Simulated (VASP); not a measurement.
The system is CaSe.

```
Ca Se
1.0
    -0.16951    2.94641    2.94641
     2.94641   -0.16951    2.94641
     2.94641    2.94641   -0.16951
Ca Se
1 1
Direct
  0.00000 0.00000 0.00000
  0.50000 0.50000 0.50000
```

This cell differs from its parent crystal: epitaxial 111 strain +5.0%.

Base run:

| Item | Value |
| --- | --- |
| Program | VASP 6.6.1 |
| Functional | PBE |
| Potentials or basis | VASP PAW PBE potentials, release 64 (Ca_sv, Se) |
| Cutoff | 520 eV |
| k mesh | 8 × 8 × 8 |
| Occupations | fermi-dirac, width 0.02 eV |
| Spin | no spin polarisation |

Its results: band gap on the k mesh 1.88 eV (least direct gap 2.58 eV); pressure -2.1 GPa.

Q: The run is repeated on the same cell with these changes: functional from PBE to r2SCAN; occupations from fermi-dirac, width 0.02 eV to gaussian, width 0.01 eV. What comes out?

A: Band gap on the k mesh 2.33 eV (least direct gap 3.27 eV); pressure -2.7 GPa.

Caveats: the PAW data sets were made with another functional, which shifts forces and pressure a little (at least some runs).

A k mesh can miss the band edges.
